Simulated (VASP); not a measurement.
Here is a VASP 6.6.1 calculation.

The input INCAR:

```
PREC = Accurate ; ENCUT = 500
EDIFF = 1E-7 ; ISMEAR = 0
SIGMA = 0.01 ; LREAL = False
LASPH = True ; NELM = 120
ALGO = Normal ; ISIF = 3
LWAVE = False ; LCHARG = False
GGA = PE ; IBRION = 2
NSW = 80 ; EDIFFG = -0.01
PSTRESS = 60.0 ; GGA_COMPAT = False
NELMIN = 4
```

The input KPOINTS:

```
regular mesh
0
Gamma
  5 5 5
```

The input POSCAR:

```
ZnS
1.0
    0.0000000000      2.7020000000      2.7020000000
    2.7020000000      0.0000000000      2.7020000000
    2.7020000000      2.7020000000      0.0000000000
Zn S
1 1
Direct
    0.2500000000      0.2500000000      0.2500000000
    0.0000000000      0.0000000000      0.0000000000
```

Potentials or basis: VASP PAW PBE potentials, release 64 (Zn, S).

Launch:

```bash
$ cat potpaw_PBE.64/Zn/POTCAR potpaw_PBE.64/S/POTCAR > POTCAR
$ mpirun -np 1 vasp_std > vasp.out
```

Q: Estimate the band gap on the k mesh.

A: 2.33 eV, direct.

Q: Predict the space group after relaxing (to 0.05 Å).

A: F-43m (No. 216).

Q: Estimate the relaxed cell.

A: a = 3.760 Å, b = 3.760 Å, c = 3.760 Å, α = 60.00°, β = 60.00°, γ = 60.00°.

Step by step:
```tsv
step	energy change (eV)	largest force (eV/Å)	pressure (GPa)	volume (Å³)
1	0.0000	0.0000	1.83	39.45
2	0.0899	0.0000	8.71	36.59
3	0.0446	0.0000	6.01	37.58
```

Caveat: the cell is relaxed towards a set pressure, so the enthalpy falls and the energy may rise.
